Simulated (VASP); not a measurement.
## V: single point with PBEsol

Crystal: V.

```xyz
2
Lattice="2.5511 0.0000 0.0000 -1.2756 2.2093 0.0000 0.0000 0.0000 4.6269" Properties=species:S:1:pos:R:3 pbc="T T T"
V     0.0000    1.4729    1.1567
V     1.2756    0.7364    3.4702
```

| Item | Value |
| --- | --- |
| Program | VASP 6.6.1 |
| Task | single point |
| Functional | PBEsol |
| Potentials or basis | VASP PAW PBE potentials, release 64 (V_sv) |
| Cutoff | 520 eV |
| k mesh | 12 × 12 × 6 |
| Occupations | fermi-dirac, width 0.05 eV |
| Spin | collinear spin, ferromagnetic start |
| Starting moments | [2.0, 2.0] μB |
| Dipole correction | no |
| Further INCAR settings | ALGO = Normal; EDIFF = 1e-06; NBANDS = 24 |

The pressure is 4.2 GPa. The band gap on the k mesh is zero (filled and empty bands overlap), the net moment is 0.00 μB per cell and the valence electrons inside the program's atomic spheres are V 11.74.

Stress tensor (GPa, compression positive):
```
4.26 0.00 0.00
0.00 4.26 0.00
0.00 0.00 4.02
```

Levels at points of the mesh, in eV from the Fermi level:
Spin up:
```
           k point  band 11  band 12  band 13  band 14  band 15  band 16
(0.00, 0.00, 0.00)    -0.65    -0.13     0.33     0.33     0.68     0.68
(0.50, 0.00, 0.00)    -2.97    -0.42    -0.10     0.34     0.63     3.20
(0.00, 0.00, 0.50)    -1.10    -1.10     0.37     0.37     0.37     0.37
(0.50, 0.00, 0.50)    -1.97    -1.97     1.75     1.75     1.80     1.80
```
Spin down:
```csv
k point,band 9,band 10,band 11,band 12,band 13,band 14,band 15,band 16,band 17,band 18
"(0.00, 0.00, 0.00)",-7.01,-3.60,-0.65,-0.13,0.33,0.33,0.68,0.68,1.96,1.96
"(0.50, 0.00, 0.00)",-3.18,-3.01,-2.97,-0.42,-0.10,0.34,0.63,3.20,3.82,3.94
"(0.00, 0.00, 0.50)",-5.16,-5.16,-1.10,-1.10,0.37,0.37,0.37,0.37,2.69,2.69
"(0.50, 0.00, 0.50)",-3.50,-3.50,-1.97,-1.97,1.76,1.76,1.80,1.80,3.89,3.89
```

It took 2.4 min on 1 thread of AMD EPYC 7R13, with other jobs on the host, peak memory 0.16 GiB.

Caveat: the PAW data sets were made with another functional, which shifts forces and pressure a little.
